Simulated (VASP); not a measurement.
# Ge2Sb2Te5 (P-3m1) in VASP: a series of runs

The runs below take Ge2Sb2Te5 through single point, with PBE.

Program: VASP 6.6.1. These are calculated values, not measurements. Logs are shortened: lines on timing, memory, paths and dates and some standing lists are left out, and cuts for length are marked.

**1. The cell of the first run**

The structure is trigonal, space group P-3m1 (No. 164). The conventional cell has a = 4.463 Å, b = 4.463 Å, c = 18.388 Å, α = 90.00°, β = 90.00°, γ = 120.00°. Ge (site symmetry 3m) has 6 Te at 2.95 to 3.43 Å within 3.9 Å. Within 4.1 Å of Sb (site symmetry 3m) lie 6 Te at 3.13 to 3.30 Å. Te (site symmetry -3m) has 6 Sb at 3.30 Å and 12 Te at 4.46 to 4.62 Å within 4.7 Å. Te (site symmetry 3m) has 3 Sb at 3.13 Å and 3 Ge at 3.43 Å within 4.1 Å. Te (site symmetry 3m) has 3 Ge at 2.95 Å within 3.9 Å.

**2. Single point, PBE**

INCAR

```
PREC     = Accurate       # precision mode
ENCUT    = 520            # plane-wave cutoff, eV
EDIFF    = 1E-7           # SCF threshold, eV
ISMEAR   = 0              # smearing method
SIGMA    = 0.03           # smearing width, eV
LREAL    = F              # projectors in reciprocal space
LASPH    = T              # aspherical terms in the spheres
NELM     = 80             # most SCF steps
ALGO     = Normal         # electronic algorithm
ISIF     = 2              # what is computed and relaxed
LWAVE    = F              # write WAVECAR
LCHARG   = F              # write CHGCAR
GGA      = PE             # functional
NBANDS   = 44             # bands
```

KPOINTS

```
Automatic mesh
0
Gamma
  9 9 2
```

POSCAR

```
Ge2Sb2Te5
1.0
    4.4630000000      0.0000000000      0.0000000000
   -2.2315000000      3.8650713771      0.0000000000
    0.0000000000      0.0000000000     18.3880000000
Ge Sb Te
2 2 5
Direct
    0.0000000000      0.0000000000      0.3314713560
    0.0000000000      0.0000000000      0.6685286440
    0.3333333333      0.6666666667      0.1121550832
    0.6666666667      0.3333333333      0.8878449168
    0.0000000000      0.0000000000      0.0000000000
    0.3333333333      0.6666666667      0.7913602895
    0.6666666667      0.3333333333      0.2086397105
    0.3333333333      0.6666666667      0.4097504733
    0.6666666667      0.3333333333      0.5902495267
```

Potentials or basis: VASP PAW PBE potentials, release 64 (Ge_d, Sb, Te).

Run with:

```console
cat potpaw_PBE.64/Ge_d/POTCAR potpaw_PBE.64/Sb/POTCAR potpaw_PBE.64/Te/POTCAR > POTCAR
mpirun -np 1 vasp_std > vasp.out
```

OUTCAR:

```text
PREC = Accurate
   ENCUT = 520
   EDIFF = 1E-7
   ISMEAR = 0
   LREAL = F
   LASPH = T
   NELM = 80
   ISIF = 2
   GGA = PE

 ion  position               nearest neighbor table
   1  0.000  0.000  0.331-   8 2.95   8 2.95   8 2.95
   2  0.000  0.000  0.669-   9 2.95   9 2.95   9 2.95
   3  0.333  0.667  0.112-   7 3.13   7 3.13   7 3.13   5 3.30   5 3.30   5 3.30
   4  0.667  0.333  0.888-   6 3.13   6 3.13   6 3.13   5 3.30   5 3.30   5 3.30
   5  0.000  0.000  0.000-   3 3.30   4 3.30   4 3.30   3 3.30   4 3.30   3 3.30
   6  0.333  0.667  0.791-   4 3.13   4 3.13   4 3.13
   7  0.667  0.333  0.209-   3 3.13   3 3.13   3 3.13
   8  0.333  0.667  0.410-   1 2.95   1 2.95   1 2.95
   9  0.667  0.333  0.590-   2 2.95   2 2.95   2 2.95

  LATTYP: Found a hexagonal cell.
 ALAT       =     4.4630000000
 C/A-ratio  =     4.1200985884

  Lattice vectors:

 A1 = (   4.4630000000,   0.0000000000,   0.0000000000)
 A2 = (  -2.2315000000,   3.8650713771,   0.0000000000)
 A3 = (   0.0000000000,   0.0000000000,  18.3880000000)

Analysis of symmetry for initial positions (statically):
=====================================================================
 Subroutine PRICEL returns:
 Original cell was already a primitive cell.

 Routine SETGRP: Setting up the symmetry group for a
 hexagonal supercell.

 Subroutine GETGRP returns: Found 12 space group operations
 (whereof 12 operations were pure point group operations)
 out of a pool of 24 trial point group operations.

The static configuration has the point symmetry D_3d.

Analysis of symmetry for dynamics (positions and initial velocities):
=====================================================================
 Subroutine PRICEL returns:
 Original cell was already a primitive cell.

 Routine SETGRP: Setting up the symmetry group for a
 hexagonal supercell.

 Subroutine GETGRP returns: Found 12 space group operations
 (whereof 12 operations were pure point group operations)
 out of a pool of 24 trial point group operations.

The dynamic configuration has the point symmetry D_3d.

 Subroutine INISYM returns: Found 12 space group operations
 (whereof 12 operations are pure point group operations),
 and found     1 'primitive' translations

----------------------------------------------------------------------------------------

                                     Primitive cell

  volume of cell :     317.1896

  direct lattice vectors                    reciprocal lattice vectors
     4.463000000  0.000000000  0.000000000     0.224064531  0.129363717  0.000000000
    -2.231500000  3.865071377  0.000000000     0.000000000  0.258727434  0.000000000
     0.000000000  0.000000000 18.388000000     0.000000000  0.000000000  0.054383293

  length of vectors
     4.463000000  4.463000000 18.388000000     0.258727434  0.258727434  0.054383293

  position of ions in fractional coordinates (direct lattice)
     0.000000000  0.000000000  0.331471356
     0.000000000  0.000000000  0.668528644
     0.333333333  0.666666667  0.112155083
     0.666666667  0.333333333  0.887844917
     0.000000000  0.000000000  0.000000000
     0.333333333  0.666666667  0.791360289
     0.666666667  0.333333333  0.208639711
     0.333333333  0.666666667  0.409750473
     0.666666667  0.333333333  0.590249527

  ion indices of the primitive-cell ions
   primitive index   ion index
                 1           1
                 2           2
                 3           3
                 4           4
                 5           5
                 6           6
                 7           7
                 8           8
                 9           9

----------------------------------------------------------------------------------------

 KPOINTS: Automatic mesh

Automatic generation of k-mesh.
 Grid dimensions read from file:
 generate k-points for:    9    9    2

 Generating k-lattice:

  Cartesian coordinates                     Fractional coordinates (reciprocal lattice)
     0.024896059  0.014373746  0.000000000     0.111111111  0.000000000  0.000000000
     0.000000000  0.028747493  0.000000000     0.000000000  0.111111111  0.000000000
     0.000000000  0.000000000  0.027191647     0.000000000  0.000000000  0.500000000

  Length of vectors
     0.028747493  0.028747493  0.027191647

  Shift w.r.t. Gamma in fractional coordinates (k-lattice)
     0.000000000  0.000000000  0.000000000

 Subroutine IBZKPT returns following result:
 ===========================================

 Found     24 irreducible k-points:

 Following reciprocal coordinates:
            Coordinates               Weight
  0.000000  0.000000  0.000000      1.000000
  0.111111  0.000000  0.000000      6.000000
  0.222222  0.000000  0.000000      6.000000
  0.333333  0.000000  0.000000      6.000000
  0.444444  0.000000  0.000000      6.000000
  0.111111  0.111111  0.000000      6.000000
[... 16 lines left out ...]
  0.333333  0.222222  0.500000     12.000000
  0.333333  0.333333  0.500000      2.000000
   k-points           NKPTS =     24   k-points in BZ     NKDIM =     24   number of bands    NBANDS=     44
   number of dos      NEDOS =    301   number of ions     NIONS =      9
   total plane-waves  NPLWV = 181440
   dimension x,y,z NGX =    36 NGY =   36 NGZ =  140
   dimension x,y,z NGXF=    72 NGYF=   72 NGZF=  280
   ions per type =               2   2   5
   NGX,Y,Z   is equivalent  to a cutoff of  13.41, 13.41, 12.66 a.u.
   NGXF,Y,Z  is equivalent  to a cutoff of  26.82, 26.82, 25.31 a.u.
 SYSTEM =  unknown system
   PREC   = accura    normal or accurate (medium, high low for compatibility)
   ISTART =      0    job   : 0-new  1-cont  2-samecut
   ICHARG =      2    charge: 1-file 2-atom 10-const
   ISPIN  =      1    spin polarized calculation?
   LNONCOLLINEAR =      F non collinear calculations
   LSORBIT =      F    spin-orbit coupling
   LASPH  =      T    aspherical Exc in radial PAW
   ENCUT  =  520.0 eV  38.22 Ry    6.18 a.u.   8.30  8.30 34.19*2*pi/ulx,y,z
   NELM   =     80;   NELMIN=  2; NELMDL= -5     # of ELM steps
   EDIFF  = 0.1E-06   stopping-criterion for ELM
   LREAL  =      F    real-space projection
   EDIFFG = 0.1E-05   stopping-criterion for IOM
   NSW    =      0    number of steps for IOM
   IBRION =     -1    ionic relax: 0-MD 1-quasi-New 2-CG
   NFREE  =      0    steps in history (QN), initial steepest desc. (CG)
   ISIF   =      2    stress and relaxation
   ISYM   =      2    0-nonsym 1-usesym 2-fastsym
   POTIM  = 0.5000    time-step for ionic-motion
   TEBEG  =    0.0;   TEEND  =   0.0 temperature during run
   PSTRESS=    0.0 pullay stress
   NELECT =      68.0000    total number of electrons
   NUPDOWN=      -1.0000    fix difference up-down
   EMIN   =  10.00;   EMAX   =-10.00  energy-range for DOS
   EFERMI =   0.00;   METHOD = LEGACY
   ISMEAR =     0;   SIGMA  =   0.03  broadening in eV -4-tet -1-fermi 0-gaus
   EFERMI_NEDOS =   21; number of points for ismear=-14 and -15
   IALGO  =     38    algorithm
   IMIX   =      4    mixing-type and parameters
     AMIX     =   0.40;   BMIX     =  1.00
     AMIX_MAG =   1.60;   BMIX_MAG =  1.00
  volume/ion in A,a.u.               =      35.24       237.83
  Fermi-wavevector in a.u.,A,eV,Ry     =   0.979802  1.851557 13.061746  0.960011
  Thomas-Fermi vector in A             =   2.110683
   LORBIT       =      0    0 simple, 1 ext, 2 COOP (PROOUT), +10 PAW based schemes
   GGA     = PE    functional components
   LHFCALC =     F    Hartree Fock is set to
   AEXX    =    0.0000 exact exchange contribution
   IVDW    =     0    specifies the selected vdW correction
   LEPSILON=     F    determine dielectric tensor
   LRPA    =     F    only Hartree local field effects (RPA)
 non-spin polarized calculation
 Gauss-broadening in eV      SIGMA  =   0.03
  energy-cutoff  :      520.00
  volume of cell :      317.19
 maximum number of plane-waves:      8574
 NGX is ok and might be reduce to    36
   NGX = 17   NGY = 17   NGZ = 69

 number of electron      68.0000002 magnetization

 Free energy of the ion-electron system (eV)
  ---------------------------------------------------
  ext. energy  EPLUGINS =         0.00000000
  ---------------------------------------------------
  free energy    TOTEN  =       -33.39352621 eV

  energy without entropy =      -33.39352482  energy(sigma->0) =      -33.39352551

 E-fermi :   4.6225     XC(G=0):  -8.7349

 val. band max:        4.5442824823   @ k =   0.1111   0.0000   0.5000
 cond. band min:       4.7008003185   @ k =   0.1111   0.0000   0.5000
 fundamental gap:      0.1565178363
 Fermi energy:         4.6225413672

 k-point     1 :       0.0000    0.0000    0.0000
  band No.  band energies     occupation
      1     -20.1453      2.00000
      2     -20.1453      2.00000
      3     -20.1453      2.00000
      4     -20.1453      2.00000
      5     -20.1397      2.00000
      6     -20.1397      2.00000
[... 36 lines left out ...]
     43       6.5502      0.00000
     44       6.5804      0.00000

 k-point     2 :       0.1111    0.0000    0.0000
  band No.  band energies     occupation
      1     -20.1454      2.00000
      2     -20.1454      2.00000
      3     -20.1452      2.00000
      4     -20.1452      2.00000
      5     -20.1398      2.00000
      6     -20.1398      2.00000
[... 36 lines left out ...]
     43       6.8628      0.00000
     44       6.9463      0.00000

 k-point     3 :       0.2222    0.0000    0.0000
  band No.  band energies     occupation
      1     -20.1457      2.00000
      2     -20.1457      2.00000
      3     -20.1448      2.00000
      4     -20.1448      2.00000
      5     -20.1399      2.00000
      6     -20.1399      2.00000
[... 976 lines left out ...]
     43       8.0306      0.00000
     44       8.2858      0.00000

 k-point    24 :       0.3333    0.3333    0.5000
  band No.  band energies     occupation
      1     -20.1458      2.00000
      2     -20.1458      2.00000
      3     -20.1446      2.00000
      4     -20.1446      2.00000
      5     -20.1400      2.00000
      6     -20.1400      2.00000
[... 36 lines left out ...]
     43       8.2609      0.00000
     44       8.3943      0.00000

------------------------ aborting loop because EDIFF is reached ----------------------------------------

  FORCE on cell =-STRESS in cart. coord.  units (eV):
  Direction    XX          YY          ZZ          XY          YZ          ZX
  --------------------------------------------------------------------------------------
  -------------------------------------------------------------------------------------
  Total       -8.5286458     -8.5286458     -6.3706574     -0.0000000      0.0000000      0.0000000
  in kB      -43.0796098    -43.0796098    -32.1792510     -0.0000000      0.0000000      0.0000000
  external PRESSURE =     -39.4461569 kB  Pullay stress =       0.0000000 kB

 VOLUME and BASIS-vectors are now :
 -----------------------------------------------------------------------------
  energy-cutoff  :      520.00
  volume of cell :      317.19
      direct lattice vectors                 reciprocal lattice vectors
     4.463000000  0.000000000  0.000000000     0.224064531  0.129363717  0.000000000
    -2.231500000  3.865071377  0.000000000     0.000000000  0.258727434  0.000000000
     0.000000000  0.000000000 18.388000000     0.000000000  0.000000000  0.054383293

 POSITION                                       TOTAL-FORCE (eV/Angst)
 -----------------------------------------------------------------------------------
      0.00000      0.00000      6.09510         0.000000     -0.000000      0.351521
      0.00000      0.00000     12.29290        -0.000000      0.000000     -0.351521
     -0.00000      2.57671      2.06231         0.000000     -0.000000      0.187653
      2.23150      1.28836     16.32569        -0.000000      0.000000     -0.187653
      0.00000      0.00000      0.00000        -0.000000      0.000000      0.000000
     -0.00000      2.57671     14.55153         0.000000      0.000000      0.487658
      2.23150      1.28836      3.83647        -0.000000      0.000000     -0.487658
     -0.00000      2.57671      7.53449         0.000000     -0.000000     -0.422246
      2.23150      1.28836     10.85351        -0.000000      0.000000      0.422246
 -----------------------------------------------------------------------------------
    total drift:                               -0.000000     -0.000000      0.000000

  FREE ENERGIE OF THE ION-ELECTRON SYSTEM (eV)
  ---------------------------------------------------
  free  energy   TOTEN  =       -33.3935262069 eV

  energy  without entropy=      -33.3935248174  energy(sigma->0) =      -33.39352551
```

Run time: 13 min. Hardware: 1 thread of Oxide Virtual Turin-like, shared host; peak memory 0.6 GiB.

Results:

- Free energy: -33.3935 eV
- Pressure: -3.9 GPa
- Largest force: 0.488 eV/Å
- Band gap on the k mesh: 0.16 eV

Forces on the atoms (eV/Å):
```
Ge   0.000  0.000  0.352
Ge   0.000  0.000 -0.352
Sb   0.000  0.000  0.188
Sb   0.000  0.000 -0.188
Te   0.000  0.000  0.000
Te   0.000  0.000  0.488
Te   0.000  0.000 -0.488
Te   0.000  0.000 -0.422
Te   0.000  0.000  0.422
```

Levels at points of the mesh, in eV from the valence-band top:
| k point | band 32 | band 33 | band 34 | band 35 | band 36 | band 37 |
| --- | --- | --- | --- | --- | --- | --- |
| (0.00, 0.00, 0.00) | -1.12 | -1.12 | -0.18 | 0.23 | 0.23 | 0.25 |
| (0.00, 0.00, 0.50) | -1.15 | -1.09 | -0.18 | 0.24 | 0.24 | 0.25 |

Caveat: the cell stands under tension; semilocal functionals underestimate gaps, and a narrow one can read as zero; spin-orbit coupling is left out, which moves the levels of the heavy elements; this functional lacks dispersion, which binds layers or chains, so the pressure and a relaxed spacing across them are unreliable.

(Continued in part 2 of 3.)
